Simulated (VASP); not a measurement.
Set up this calculation in VASP 6.6.1, as the native input.

* Task: single point
* Functional: r2SCAN
* Potentials or basis: VASP PAW PBE potentials, release 64 (Zr_sv)
* Cutoff: 520 eV
* k mesh: 11 × 11 × 6
* Occupations: gaussian, width 0.03 eV
* Spin: no spin polarisation
* Dipole correction: no
* Further INCAR settings: ALGO = Normal; EDIFF = 1e-07; NBANDS = 19

The system is Zr.

```
Zr
1.0
     3.24458    0.00000    0.00000
    -1.62229    2.80989    0.00000
     0.00000    0.00000    5.15736
Zr
2
Direct
  0.33333 0.66667 0.25000
  0.66667 0.33333 0.75000
```

The input as run:

POSCAR

```
Zr
1.0
    3.2445832200      0.0000000000      0.0000000000
   -1.6222916100      2.8098914932      0.0000000000
    0.0000000000      0.0000000000      5.1573641137
Zr
2
Direct
    0.3333333333      0.6666666667      0.2500000000
    0.6666666667      0.3333333333      0.7500000000
```

INCAR.step1

```
SYSTEM = Zr
ALGO = Normal
EDIFF = 1E-4
ENCUT = 520
GGA = PE
ISMEAR = 0
LASPH = .TRUE.
LCHARG = .FALSE.
LREAL = .FALSE.
LWAVE = .TRUE.
NBANDS = 19
NELM = 100
PREC = Accurate
SIGMA = 0.03
```

INCAR.step2

```
SYSTEM = Zr
ALGO = Normal
EDIFF = 1E-7
ENCUT = 520
ISIF = 2
ISMEAR = 0
ISTART = 1
LASPH = .TRUE.
LCHARG = .FALSE.
LMIXTAU = .TRUE.
LREAL = .FALSE.
LWAVE = .FALSE.
METAGGA = R2SCAN
NBANDS = 19
NELM = 100
PREC = Accurate
SIGMA = 0.03
```

KPOINTS

```
k-points
0
G
  11 11 6
  0 0 0
```

Potentials or basis: VASP PAW PBE potentials, release 64 (Zr_sv).

The run is started by

```sh
$ cat potpaw_PBE.64/Zr_sv/POTCAR > POTCAR
$ cp INCAR.step1 INCAR
$ mpirun -np 1 vasp_std > vasp.out
$ cp INCAR.step2 INCAR
$ mpirun -np 1 vasp_std > vasp.out
```

It gave:

```yaml
Pressure: -0.2 GPa
Band_gap_on_the_k_mesh: zero (bands 12 and 13 overlap by 1.14 eV)
```

Caveat: the PAW data sets were made with another functional, which shifts forces and pressure a little.

It took 2.9 min on 1 thread of Intel Xeon 8259CL, with other jobs on the host, peak memory 0.19 GiB.
